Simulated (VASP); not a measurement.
A run of VASP 6.6.1 is set up as follows.

INCAR

```
ALGO = Normal
EDIFF = 1E-6
ENCUT = 520
GGA_COMPAT = F
ISIF = 2
ISMEAR = -1
LASPH = T
LCHARG = F
LORBIT = 11
LORBMOM = T
LREAL = F
LSORBIT = T
LWAVE = F
MAGMOM = 0 0 0 0 0 0
NBANDS = 32
NELM = 150
PREC = Accurate
SIGMA = 0.05
```

KPOINTS

```
k-points
0
Gamma
  8 8 8
```

The input POSCAR:

```
PbS
1.0
    0.0000000000      2.9256673838      2.9256673838
    2.9256673838      0.0000000000      2.9256673838
    2.9256673838      2.9256673838      0.0000000000
Pb S
1 1
Direct
    0.0000000000      0.0000000000      0.0000000000
    0.5000000000      0.5000000000      0.5000000000
```

Potentials or basis: VASP PAW LDA potentials, release 64 (Pb_d, S).

Launch:

```console
$ cat potpaw_LDA.64/Pb_d/POTCAR potpaw_LDA.64/S/POTCAR > POTCAR
$ mpirun -np 1 vasp_ncl > vasp.out
```

Estimate the pressure.

-0.6 GPa.

What does it give for the net moment?

0.00 μB per cell.

Moments on the atoms (μB; x, y, z):
```
Pb  0.00 0.00 0.00
S   0.00 0.00 0.00
```
